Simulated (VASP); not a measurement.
# HgTe (F-43m) in VASP: settings compared, part 2 of 2

VASP 6.6.1.

### 5 Single point, PBEsol (volume scaled by 1.02)

Input file INCAR:

```
SYSTEM = HgTe
PREC = Accurate
ENCUT = 520
EDIFF = 1E-7
ISMEAR = 0
SIGMA = 0.05
LREAL = .False.
LASPH = .True.
NELM = 60
ALGO = Normal
ISIF = 2
LWAVE = .False.
LCHARG = .False.
GGA = PS
NBANDS = 16
```

Input file KPOINTS:

```
regular mesh
0
Gamma
  6 6 6
  0 0 0
```

Input file POSCAR:

```
HgTe
1.0
    0.0000000000      3.2778225373      3.2778225373
    3.2778225373      0.0000000000      3.2778225373
    3.2778225373      3.2778225373      0.0000000000
Hg Te
1 1
Direct
    0.0000000000      0.0000000000      0.0000000000
    0.2500000000      0.2500000000      0.2500000000
```

Potentials or basis: VASP PAW PBE potentials, release 64 (Hg, Te).

Command:

```
cat potpaw_PBE.64/Hg/POTCAR potpaw_PBE.64/Te/POTCAR > POTCAR
mpirun -np 1 vasp_std > vasp.out
```

OUTCAR:

```text
SYSTEM = HgTe
   PREC = Accurate
   ENCUT = 520
   EDIFF = 1E-7
   ISMEAR = 0
   LREAL = .False.
   LASPH = .True.
   NELM = 60
   ISIF = 2
   GGA = PS

 ion  position               nearest neighbor table
   1  0.000  0.000  0.000-   2 2.84   2 2.84   2 2.84   2 2.84
   2  0.250  0.250  0.250-   1 2.84   1 2.84   1 2.84   1 2.84

  LATTYP: Found a face centered cubic cell.
 ALAT       =     6.5556450746

  Lattice vectors:

 A1 = (   0.0000000000,   3.2778225373,   3.2778225373)
 A2 = (   3.2778225373,   0.0000000000,   3.2778225373)
 A3 = (   3.2778225373,   3.2778225373,   0.0000000000)

Analysis of symmetry for initial positions (statically):
=====================================================================
 Subroutine PRICEL returns:
 Original cell was already a primitive cell.

 Routine SETGRP: Setting up the symmetry group for a
 face centered cubic supercell.

 Subroutine GETGRP returns: Found 24 space group operations
 (whereof 24 operations were pure point group operations)
 out of a pool of 48 trial point group operations.

The static configuration has the point symmetry T_d .

Analysis of symmetry for dynamics (positions and initial velocities):
=====================================================================
 Subroutine PRICEL returns:
 Original cell was already a primitive cell.

 Routine SETGRP: Setting up the symmetry group for a
 face centered cubic supercell.

 Subroutine GETGRP returns: Found 24 space group operations
 (whereof 24 operations were pure point group operations)
 out of a pool of 48 trial point group operations.

The dynamic configuration has the point symmetry T_d .

 Subroutine INISYM returns: Found 24 space group operations
 (whereof 24 operations are pure point group operations),
 and found     1 'primitive' translations

[... 100 lines left out ...]
   ISMEAR =     0;   SIGMA  =   0.05  broadening in eV -4-tet -1-fermi 0-gaus
   EFERMI_NEDOS =   21; number of points for ismear=-14 and -15
   IALGO  =     38    algorithm
   IMIX   =      4    mixing-type and parameters
     AMIX     =   0.40;   BMIX     =  1.00
     AMIX_MAG =   1.60;   BMIX_MAG =  1.00
  volume/ion in A,a.u.               =      35.22       237.66
  Fermi-wavevector in a.u.,A,eV,Ry     =   1.038892  1.963220 14.684710  1.079296
  Thomas-Fermi vector in A             =   2.173397
   LORBIT       =      0    0 simple, 1 ext, 2 COOP (PROOUT), +10 PAW based schemes
   GGA     = PS    functional components
   LHFCALC =     F    Hartree Fock is set to
   AEXX    =    0.0000 exact exchange contribution
   IVDW    =     0    specifies the selected vdW correction
   LEPSILON=     F    determine dielectric tensor
   LRPA    =     F    only Hartree local field effects (RPA)
 non-spin polarized calculation
 Gauss-broadening in eV      SIGMA  =   0.05
  energy-cutoff  :      520.00
  volume of cell :       70.43
 maximum number of plane-waves:      1917
 NGX is ok and might be reduce to    36
   NGX = 17   NGY = 17   NGZ = 17

 number of electron      18.0000002 magnetization

 Free energy of the ion-electron system (eV)
  ---------------------------------------------------
  ext. energy  EPLUGINS =         0.00000000
  ---------------------------------------------------
  free energy    TOTEN  =        -4.36230292 eV

  energy without entropy =       -4.36194583  energy(sigma->0) =       -4.36212437

 E-fermi :   2.5365     XC(G=0):  -8.7426

 val. band max:        2.5212389722   @ k =   0.0000   0.0000   0.0000
 cond. band min:       3.1550719009   @ k =   0.5000   0.0000   0.0000
 fundamental gap:      0.6338329287
 Fermi energy:         2.5364674566

 k-point     1 :       0.0000    0.0000    0.0000
  band No.  band energies     occupation
      1      -9.2061      2.00000
      2      -4.5894      2.00000
      3      -4.5894      2.00000
      4      -4.5894      2.00000
      5      -4.1045      2.00000
      6      -4.1045      2.00000
[... 281 lines left out ...]
      3      -4.3304      2.00000
      4      -4.2127      2.00000
      5      -4.0879      2.00000
      6      -3.5905      2.00000
[... 8 lines left out ...]
     15      13.2620      0.00000
     16      13.5003      0.00000

------------------------ aborting loop because EDIFF is reached ----------------------------------------

  FORCE on cell =-STRESS in cart. coord.  units (eV):
  Direction    XX          YY          ZZ          XY          YZ          ZX
  --------------------------------------------------------------------------------------
  -------------------------------------------------------------------------------------
  Total       -0.3021196     -0.3021196     -0.3021196      0.0000000      0.0000000     -0.0000000
  in kB       -6.8723168     -6.8723168     -6.8723168      0.0000000      0.0000000     -0.0000000
  external PRESSURE =      -6.8723168 kB  Pullay stress =       0.0000000 kB

 VOLUME and BASIS-vectors are now :
 -----------------------------------------------------------------------------
  energy-cutoff  :      520.00
  volume of cell :       70.43
      direct lattice vectors                 reciprocal lattice vectors
     0.000000000  3.277822537  3.277822537    -0.152540290  0.152540290  0.152540290
     3.277822537  0.000000000  3.277822537     0.152540290 -0.152540290  0.152540290
     3.277822537  3.277822537  0.000000000     0.152540290  0.152540290 -0.152540290

 POSITION                                       TOTAL-FORCE (eV/Angst)
 -----------------------------------------------------------------------------------
      0.00000      0.00000      0.00000        -0.000000     -0.000000     -0.000000
      1.63891      1.63891      1.63891         0.000000      0.000000      0.000000
 -----------------------------------------------------------------------------------
    total drift:                               -0.000000     -0.000000     -0.000000

  FREE ENERGIE OF THE ION-ELECTRON SYSTEM (eV)
  ---------------------------------------------------
  free  energy   TOTEN  =        -4.3623029189 eV

  energy  without entropy=       -4.3619458302  energy(sigma->0) =       -4.36212437
```

OSZICAR:

```text
N       E                     dE             d eps       ncg     rms          rms(c)
DAV:   1     0.101621619338E+03    0.10162E+03   -0.78834E+03   512   0.965E+02
DAV:   2    -0.886658144696E+00   -0.10251E+03   -0.96035E+02   608   0.223E+02
DAV:   3    -0.455800439789E+01   -0.36713E+01   -0.36627E+01   648   0.432E+01
DAV:   4    -0.459257897544E+01   -0.34575E-01   -0.34573E-01   784   0.377E+00
DAV:   5    -0.459265724452E+01   -0.78269E-04   -0.78269E-04   688   0.174E-01    0.697E+00
DAV:   6    -0.437412435209E+01    0.21853E+00   -0.43363E-01   592   0.881E+00    0.564E+00
DAV:   7    -0.436437637085E+01    0.97480E-02   -0.94249E-02   584   0.207E+00    0.218E+00
DAV:   8    -0.436252002544E+01    0.18563E-02   -0.94091E-03   568   0.110E+00    0.531E-01
DAV:   9    -0.436228618496E+01    0.23384E-03   -0.70069E-04   640   0.299E-01    0.100E-01
DAV:  10    -0.436229666371E+01   -0.10479E-04   -0.80521E-05   632   0.817E-02    0.472E-02
DAV:  11    -0.436230359270E+01   -0.69290E-05   -0.16555E-05   600   0.292E-02    0.201E-02
DAV:  12    -0.436230291941E+01    0.67329E-06   -0.25161E-06   608   0.112E-02    0.125E-02
DAV:  13    -0.436230291886E+01    0.54888E-09   -0.21120E-07   664   0.296E-03
   1 F= -.43623029E+01 E0= -.43621244E+01  d E =-.357089E-03
```

stdout:

```text
POSCAR found type information on POSCAR HgTe
 POSCAR found :  2 types and       2 ions
 scaLAPACK will be used
 -----------------------------------------------------------------------------
|                                                                             |
|                                                                             |
|     You enforced a specific xc type in the INCAR file but a different       |
|     I HOPE YOU KNOW WHAT YOU ARE DOING!                                     |
|                                                                             |
 -----------------------------------------------------------------------------

 LDA part: xc-table for (Slater+PW92), standard interpolation
 POSCAR, INCAR and KPOINTS ok, starting setup
 FFT: planning ... GRIDC
 FFT: planning ... GRID_SOFT
 FFT: planning ... GRID
 WAVECAR not read
 entering main loop
```

It took 21 s on 1 thread of AMD EPYC 7R43 (Zen 3), shared host; peak memory 0.18 GiB.

Results:

| Quantity | Value |
| --- | --- |
| Free energy | -4.3623 eV |
| Pressure | -0.7 GPa |
| Band gap on the k mesh | zero (filled and empty bands touch) |

Levels at points of the mesh, in eV from the Fermi level:
```tsv
k point	band 7	band 8	band 9	band 10	band 11	band 12
(0.00, 0.00, 0.00)	-0.92	-0.02	-0.02	-0.02	4.24	4.24
(0.50, 0.00, 0.00)	-5.28	-0.93	-0.93	0.62	5.00	5.00
(0.50, 0.50, 0.00)	-5.26	-2.13	-2.13	1.84	2.47	7.93
```

Caveat: the PAW data sets were made with another functional, which shifts forces and pressure a little; spin-orbit coupling is left out, which moves the levels of the heavy elements.

### 6 Summary

```tsv
level	cell	gap on the mesh (eV)	pressure (GPa)
PBE+D3(BJ)	a = 4.637 Å, angles 60.0°, 2 atoms	none	-0.1
PBE+D3(BJ)	a = 4.606 Å, angles 60.0°, 2 atoms	none	0.7
PBEsol	a = 4.605 Å, angles 60.0°, 2 atoms	none	0.1
PBEsol	a = 4.636 Å, angles 60.0°, 2 atoms	none	-0.7
```

Alike in all rows: task single point; potentials or basis VASP PAW PBE potentials, release 64 (Hg, Te); no spin polarisation; k mesh 6 × 6 × 6; cutoff (eV) 520; smearing gaussian 0.05 eV.

Caveats: spin-orbit coupling is left out, which moves the levels of the heavy elements; three body term missing (some runs); pairwise dispersion overbinds metals, which lowers pressure and volume (some runs); the PAW data sets were made with another functional, which shifts forces and pressure a little (some runs).

Absolute energies hang on the potentials; compare differences alone.
